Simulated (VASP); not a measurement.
# BaRe (Pm-3m) in VASP: notebook

BaRe is run at these levels: LDA, PBE; tasks: single point.

Everything below comes from runs of VASP 6.6.1. Logs are shortened: lines on timing, memory, paths and dates and some standing lists are left out, and cuts for length are marked.

## Step 1: The cell of the first run

The structure is cubic, space group Pm-3m (No. 221). Conventional cell: a = 3.723 Å, b = 3.723 Å, c = 3.723 Å, α = 90.00°, β = 90.00°, γ = 90.00°. Ba (site symmetry m-3m) has 8 Re at 3.22 Å and 6 Ba at 3.72 Å within 4.2 Å. Re (site symmetry m-3m) has 8 Ba at 3.22 Å and 6 Re at 3.72 Å within 4.2 Å.

## Step 2: Single point, LDA

File INCAR:

```
PREC = Accurate
ENCUT = 520
EDIFF = 1E-7
ISMEAR = 0
SIGMA = 0.05
LREAL = False
LASPH = True
NELM = 100
ALGO = Normal
ISIF = 2
LWAVE = False
LCHARG = True
GGA = CA
LELF = True
LVHAR = True
NBANDS = 16
```

File KPOINTS:

```
Automatic mesh
0
Gamma
  8 8 8
```

File POSCAR:

```
BaRe
1.0
    3.7233438108      0.0000000000      0.0000000000
    0.0000000000      3.7233438108      0.0000000000
    0.0000000000      0.0000000000      3.7233438108
Ba Re
1 1
Direct
    0.0000000000      0.0000000000      0.0000000000
    0.5000000000      0.5000000000      0.5000000000
```

Potentials or basis: VASP PAW LDA potentials, release 64 (Ba_sv, Re).

Command:

```sh
$ cat potpaw_LDA.64/Ba_sv/POTCAR potpaw_LDA.64/Re/POTCAR > POTCAR
$ mpirun -np 1 vasp_std > vasp.out
```

OUTCAR:

```text
PREC = Accurate
   ENCUT = 520
   EDIFF = 1E-7
   ISMEAR = 0
   LREAL = False
   LASPH = True
   NELM = 100
   ISIF = 2
   GGA = CA

 ion  position               nearest neighbor table
   1  0.000  0.000  0.000-   2 3.22   2 3.22   2 3.22   2 3.22   2 3.22   2 3.22   2 3.22   2 3.22

   2  0.500  0.500  0.500-   1 3.22   1 3.22   1 3.22   1 3.22   1 3.22   1 3.22   1 3.22   1 3.22

  LATTYP: Found a simple cubic cell.
 ALAT       =     3.7233438108

  Lattice vectors:

 A1 = (   3.7233438108,   0.0000000000,   0.0000000000)
 A2 = (   0.0000000000,   3.7233438108,   0.0000000000)
 A3 = (   0.0000000000,   0.0000000000,   3.7233438108)

Analysis of symmetry for initial positions (statically):
=====================================================================
 Subroutine PRICEL returns:
 Original cell was already a primitive cell.

 Routine SETGRP: Setting up the symmetry group for a
 simple cubic supercell.

 Subroutine GETGRP returns: Found 48 space group operations
 (whereof 48 operations were pure point group operations)
 out of a pool of 48 trial point group operations.

The static configuration has the point symmetry O_h .

Analysis of symmetry for dynamics (positions and initial velocities):
=====================================================================
 Subroutine PRICEL returns:
 Original cell was already a primitive cell.

 Routine SETGRP: Setting up the symmetry group for a
 simple cubic supercell.

 Subroutine GETGRP returns: Found 48 space group operations
 (whereof 48 operations were pure point group operations)
 out of a pool of 48 trial point group operations.

The dynamic configuration has the point symmetry O_h .

 Subroutine INISYM returns: Found 48 space group operations
 (whereof 48 operations are pure point group operations),
 and found     1 'primitive' translations

----------------------------------------------------------------------------------------

                                     Primitive cell

  volume of cell :      51.6178

  direct lattice vectors                    reciprocal lattice vectors
     3.723343811  0.000000000  0.000000000     0.268575789  0.000000000  0.000000000
     0.000000000  3.723343811  0.000000000     0.000000000  0.268575789  0.000000000
     0.000000000  0.000000000  3.723343811     0.000000000  0.000000000  0.268575789

[... 75 lines left out ...]
   ISTART =      0    job   : 0-new  1-cont  2-samecut
   ICHARG =      2    charge: 1-file 2-atom 10-const
   ISPIN  =      1    spin polarized calculation?
   LNONCOLLINEAR =      F non collinear calculations
   LSORBIT =      F    spin-orbit coupling
   LASPH  =      T    aspherical Exc in radial PAW
   ENCUT  =  520.0 eV  38.22 Ry    6.18 a.u.   6.92  6.92  6.92*2*pi/ulx,y,z
   NELM   =    100;   NELMIN=  2; NELMDL= -5     # of ELM steps
   EDIFF  = 0.1E-06   stopping-criterion for ELM
   LREAL  =      F    real-space projection
   EDIFFG = 0.1E-05   stopping-criterion for IOM
   NSW    =      0    number of steps for IOM
   IBRION =     -1    ionic relax: 0-MD 1-quasi-New 2-CG
   NFREE  =      0    steps in history (QN), initial steepest desc. (CG)
   ISIF   =      2    stress and relaxation
   ISYM   =      2    0-nonsym 1-usesym 2-fastsym
   POTIM  = 0.5000    time-step for ionic-motion
   TEBEG  =    0.0;   TEEND  =   0.0 temperature during run
   PSTRESS=    0.0 pullay stress
   NELECT =      17.0000    total number of electrons
   NUPDOWN=      -1.0000    fix difference up-down
   EMIN   =  10.00;   EMAX   =-10.00  energy-range for DOS
   EFERMI =   0.00;   METHOD = LEGACY
   ISMEAR =     0;   SIGMA  =   0.05  broadening in eV -4-tet -1-fermi 0-gaus
   EFERMI_NEDOS =   21; number of points for ismear=-14 and -15
   IALGO  =     38    algorithm
   IMIX   =      4    mixing-type and parameters
     AMIX     =   0.40;   BMIX     =  1.00
     AMIX_MAG =   1.60;   BMIX_MAG =  1.00
  volume/ion in A,a.u.               =      25.81       174.17
  Fermi-wavevector in a.u.,A,eV,Ry     =   1.130554  2.136437 17.390320  1.278152
  Thomas-Fermi vector in A             =   2.267251
   LORBIT       =      0    0 simple, 1 ext, 2 COOP (PROOUT), +10 PAW based schemes
   GGA     = CA    functional components
   LHFCALC =     F    Hartree Fock is set to
   AEXX    =    0.0000 exact exchange contribution
   IVDW    =     0    specifies the selected vdW correction
   LEPSILON=     F    determine dielectric tensor
   LRPA    =     F    only Hartree local field effects (RPA)
 non-spin polarized calculation
 Gauss-broadening in eV      SIGMA  =   0.05
  energy-cutoff  :      520.00
  volume of cell :       51.62
 maximum number of plane-waves:      1406
 NGX is ok and might be reduce to    28
   NGX = 13   NGY = 13   NGZ = 13

 number of electron      16.9999999 magnetization

 Free energy of the ion-electron system (eV)
  ---------------------------------------------------
  ext. energy  EPLUGINS =         0.00000000
  ---------------------------------------------------
  free energy    TOTEN  =       -11.90743175 eV

  energy without entropy =      -11.89825172  energy(sigma->0) =      -11.90284173

 E-fermi :   3.6891     XC(G=0): -10.9783

 val. band max:        3.6889399971   @ k =   0.5000   0.1250   0.1250
 cond. band min:       3.6965983228   @ k =   0.5000   0.1250   0.0000
 fundamental gap:      0.0076583256
 Fermi energy:         3.6891498098

 k-point     1 :       0.0000    0.0000    0.0000
  band No.  band energies     occupation
      1     -22.8906      2.00000
      2      -7.6842      2.00000
      3      -7.6842      2.00000
      4      -7.6842      2.00000
      5      -0.6443      2.00000
      6       1.1635      2.00000
[... 433 lines left out ...]
      3      -8.6486      2.00000
      4      -7.6617      2.00000
      5       0.6996      2.00000
      6       2.2760      2.00000
[... 8 lines left out ...]
     15      11.6582      0.00000
     16      13.0963      0.00000

 [... further k-points ...]
[... 5 lines left out ...]
  --------------------------------------------------------------------------------------
  -------------------------------------------------------------------------------------
  Total       -1.3677762     -1.3677762     -1.3677762      0.0000000      0.0000000     -0.0000000
  in kB      -42.4547430    -42.4547430    -42.4547430      0.0000000      0.0000000     -0.0000000
  external PRESSURE =     -42.4547430 kB  Pullay stress =       0.0000000 kB

 VOLUME and BASIS-vectors are now :
 -----------------------------------------------------------------------------
  energy-cutoff  :      520.00
  volume of cell :       51.62
      direct lattice vectors                 reciprocal lattice vectors
     3.723343811  0.000000000  0.000000000     0.268575789  0.000000000  0.000000000
     0.000000000  3.723343811  0.000000000     0.000000000  0.268575789  0.000000000
     0.000000000  0.000000000  3.723343811     0.000000000  0.000000000  0.268575789

 POSITION                                       TOTAL-FORCE (eV/Angst)
 -----------------------------------------------------------------------------------
      0.00000      0.00000      0.00000         0.000000      0.000000      0.000000
      1.86167      1.86167      1.86167         0.000000      0.000000      0.000000
 -----------------------------------------------------------------------------------
    total drift:                                0.000000      0.000000      0.000000

  FREE ENERGIE OF THE ION-ELECTRON SYSTEM (eV)
  ---------------------------------------------------
  free  energy   TOTEN  =       -11.9074317487 eV

  energy  without entropy=      -11.8982517163  energy(sigma->0) =      -11.90284173
```

Wall time 15 s (1 thread of Intel Xeon Platinum 8488C (Sapphire Rapids), shared host); peak memory 0.16 GiB.

Results:

| Quantity | Value |
| --- | --- |
| Free energy | -11.9074 eV |
| Pressure | -4.2 GPa |

Caveat: spin-orbit coupling is left out, which moves the levels of the heavy elements.

## Step 3: Single point, PBE (volume scaled by 1.020)

File INCAR:

```
SYSTEM = BaRe
ALGO = Normal
EDIFF = 1E-6
ENCUT = 520
GGA = PE
ISIF = 2
ISMEAR = 0
LASPH = .True.
LCHARG = .True.
LELF = .True.
LREAL = .False.
LVHAR = .True.
LWAVE = .False.
NBANDS = 16
NELM = 80
PREC = Accurate
SIGMA = 0.05
```

File KPOINTS:

```
k-points
0
Gamma
  8 8 8
  0 0 0
```

File POSCAR:

```
BaRe
1.0
    3.7480024355      0.0000000000      0.0000000000
    0.0000000000      3.7480024355      0.0000000000
    0.0000000000      0.0000000000      3.7480024355
Ba Re
1 1
Direct
    0.0000000000      0.0000000000      0.0000000000
    0.5000000000      0.5000000000      0.5000000000
```

Potentials or basis: VASP PAW PBE potentials, release 64 (Ba_sv, Re).

Command:

```sh
$ cat potpaw_PBE.64/Ba_sv/POTCAR potpaw_PBE.64/Re/POTCAR > POTCAR
$ mpirun -np 1 vasp_std > vasp.out
```

Wall time 16 s (1 thread of Intel Xeon Platinum 8488C (Sapphire Rapids), shared host); peak memory 0.17 GiB.

It converged, with:

```yaml
Free_energy: -10.1667 eV
Pressure: 0.6 GPa
```

Levels at points of the mesh, in eV from the Fermi level:
| k point | band 6 | band 7 | band 8 | band 9 | band 10 | band 11 |
| --- | --- | --- | --- | --- | --- | --- |
| (0.00, 0.00, 0.00) | -2.41 | -2.41 | -0.01 | -0.01 | -0.01 | 4.13 |
| (0.50, 0.00, 0.00) | -1.17 | -0.41 | 0.13 | 0.13 | 0.33 | 1.34 |
| (0.50, 0.50, 0.00) | -1.73 | -1.05 | -1.05 | 1.10 | 1.12 | 3.65 |
| (0.50, 0.50, 0.50) | -0.17 | -0.17 | 0.07 | 0.07 | 0.07 | 1.18 |

Caveat: spin-orbit coupling is left out, which moves the levels of the heavy elements.

## Step 4: Single point, PBE (volume scaled by 1.040)

File INCAR:

```
SYSTEM = BaRe
  PREC = Accurate
  ENCUT = 520
  EDIFF = 1E-6
  ISMEAR = 0
  SIGMA = 0.05
  LREAL = .False.
  LASPH = .True.
  NELM = 100
  ALGO = Normal
  ISIF = 2
  LWAVE = .False.
  LCHARG = .True.
  GGA = PE
  LELF = .True.
  LVHAR = .True.
  NBANDS = 16
```

File KPOINTS:

```
Automatic mesh
0
Gamma
  8 8 8
  0 0 0
```

File POSCAR:

```
BaRe
1.0
    3.7723407956      0.0000000000      0.0000000000
    0.0000000000      3.7723407956      0.0000000000
    0.0000000000      0.0000000000      3.7723407956
Ba Re
1 1
Direct
    0.0000000000      0.0000000000      0.0000000000
    0.5000000000      0.5000000000      0.5000000000
```

Command:

```sh
$ cat potpaw_PBE.64/Ba_sv/POTCAR potpaw_PBE.64/Re/POTCAR > POTCAR
$ mpirun -np 1 vasp_std > vasp.out
```

It took 15 s on 1 thread of Intel Xeon Platinum 8488C (Sapphire Rapids), shared host; peak memory 0.17 GiB.

It converged, with:

```
Free energy : -10.1678 eV
Pressure    : -0.3 GPa
```

Levels at points of the mesh, in eV from the Fermi level:
```
           k point  band 4  band 5  band 6  band 7  band 8  band 9  band 10  band 11  band 12  band 13
(0.00, 0.00, 0.00)  -11.47   -4.31   -2.33   -2.33    0.01    0.01     0.01     4.09     4.09     8.01
(0.50, 0.00, 0.00)  -11.41   -1.41   -1.21   -0.42    0.13    0.13     0.34     1.30     1.93     3.47
(0.50, 0.50, 0.00)  -11.22   -3.34   -1.68   -1.01   -1.01    1.07     1.10     3.56     3.56     4.85
(0.50, 0.50, 0.50)  -12.41   -0.13   -0.13   -0.13    0.04    0.04     0.04     1.15     1.15     1.89
```

Caveat: spin-orbit coupling is left out, which moves the levels of the heavy elements.

## Step 5: Single point, PBE (volume scaled by 1.070)

File INCAR:

```
ALGO = Normal
EDIFF = 1E-6
ENCUT = 520
GGA = PE
ISIF = 2
ISMEAR = 0
LASPH = True
LCHARG = False
LREAL = False
LWAVE = False
NBANDS = 16
NELM = 80
PREC = Accurate
SIGMA = 0.05
```

File KPOINTS:

```
k-points
0
Gamma
  8 8 8
```

File POSCAR:

```
BaRe
1.0
    3.8082700132      0.0000000000      0.0000000000
    0.0000000000      3.8082700132      0.0000000000
    0.0000000000      0.0000000000      3.8082700132
Ba Re
1 1
Direct
    0.0000000000      0.0000000000      0.0000000000
    0.5000000000      0.5000000000      0.5000000000
```

Command:

```sh
$ cat potpaw_PBE.64/Ba_sv/POTCAR potpaw_PBE.64/Re/POTCAR > POTCAR
$ mpirun -np 1 vasp_std > vasp.out
```

It took 15 s on 1 thread of Intel Xeon Platinum 8488C (Sapphire Rapids), shared host; peak memory 0.17 GiB.

The run converged. Its results:

```yaml
Free_energy: -10.1589 eV
Pressure: -1.6 GPa
```

Levels at points of the mesh, in eV from the Fermi level:
```tsv
k point	band 5	band 6	band 7	band 8	band 9	band 10	band 11	band 12
(0.00, 0.00, 0.00)	-4.28	-2.21	-2.21	0.03	0.03	0.03	4.03	4.03
(0.50, 0.00, 0.00)	-1.33	-1.28	-0.43	0.12	0.12	0.34	1.23	1.98
(0.50, 0.50, 0.00)	-3.24	-1.62	-0.94	-0.94	1.03	1.07	3.42	3.42
(0.50, 0.50, 0.50)	-0.08	-0.08	-0.08	0.01	0.01	0.01	1.12	1.12
```

Caveat: spin-orbit coupling is left out, which moves the levels of the heavy elements.

## Step 6: Overview

| level | potentials or basis | cell | gap on the mesh (eV) | pressure (GPa) |
| --- | --- | --- | --- | --- |
| LDA | VASP PAW LDA potentials, release 64 (Ba_sv, Re) | a = 3.723 Å, 2 atoms | none | -4.2 |
| PBE | VASP PAW PBE potentials, release 64 (Ba_sv, Re) | a = 3.748 Å, 2 atoms | none | 0.6 |
| PBE | VASP PAW PBE potentials, release 64 (Ba_sv, Re) | a = 3.772 Å, 2 atoms | none | -0.3 |
| PBE | VASP PAW PBE potentials, release 64 (Ba_sv, Re) | a = 3.808 Å, 2 atoms | none | -1.6 |

Alike in all rows: task single point; no spin polarisation; k mesh 8 × 8 × 8; cutoff (eV) 520; smearing gaussian 0.05 eV.

Caveats: spin-orbit coupling is left out, which moves the levels of the heavy elements.

Absolute energies hang on the potentials; compare differences alone.
